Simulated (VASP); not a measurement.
Runs of VASP 6.6.1 on W. The structure is that of space group Im-3m (No. 229), or close to it. The cells are those of the table. 

```csv
cell,gap on the mesh (eV),pressure (GPa)
"a = 2.646 Å, angles 109.5°, 1 atom",none,(a)
"a = 2.741 Å, angles 109.5°, 1 atom",none,2.2
"a = 2.829 Å, angles 109.5°, 1 atom",none,-23.6
"a = 2.694 Å, angles 109.5°, 1 atom",none,(b)
"a = 2.808 Å, angles 109.5°, 1 atom",none,-18.4
"a = 2.786 Å, angles 109.5°, 1 atom",none,-12.5
"a = 2.763 Å, angles 109.5°, 1 atom",none,-5.6
"a = 2.670 Å, angles 109.5°, 1 atom",none,32.4
"a = 2.718 Å, angles 109.5°, 1 atom",none,11.0
```

Alike in all rows: task single point; level r2SCAN; potentials or basis VASP PAW PBE potentials, release 64 (W_sv); no spin polarisation; k mesh 13 × 13 × 13; cutoff (eV) 520; smearing methfessel-paxton 0.05 eV.

Problem. Fill in the values left out.

Solution. (a) 45.6; (b) 20.8.

Caveats: the PAW data sets were made with another functional, which shifts forces and pressure a little; spin-orbit coupling is left out, which moves the levels of the heavy elements.

A k mesh can miss the band edges, and the runs leave out spin-orbit coupling on W.

A gap of «none» marks levels without a gap at the run's occupations.
